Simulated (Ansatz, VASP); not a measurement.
## Two plane-wave programs on Ge

```
CELL_PARAMETERS angstrom
0.00000 2.82683 5.01123
2.57680 0.00000 5.01123
2.57680 2.82683 0.00000
ATOMIC_POSITIONS crystal
Ge 0.72649 0.27351 0.72649
Ge 0.27351 0.72649 0.27351
Ge 0.21813 0.21813 0.78187
Ge 0.78187 0.78187 0.21813
```

Alike in both runs: task single point; functional LDA; k mesh 7 × 7 × 7; occupations fermi-dirac, width 0.05 eV; no spin polarisation.

|  | VASP | Ansatz |
| --- | --- | --- |
| version | VASP 6.6.1 | Ansatz 0.2.0 |
| potentials or method | VASP PAW LDA potentials, release 64 (Ge_d) | Ansatz PAW |
| plane-wave cutoff (eV) | 520 | 420 |
| valence electrons in the cell | 56 | 56 |

```csv
,VASP,Ansatz,Ansatz less VASP
gap on the k mesh at the Fermi level (eV),none,none,-
pressure (GPa),-1.0,-1.0,-0.07
"traceless stress, the component that is largest in VASP (GPa)",0.62,0.61,-0.008
rms of the force components (eV/Å),0.028,0.028,-0.0002
```

LDA's correlation is that of Perdew and Zunger in VASP and of Perdew and Wang (1992) in Ansatz. Atom by atom the forces differ by 0.001 eV/Å (rms over components). A gap of «none» marks a metal or a gap that the smearing closes.
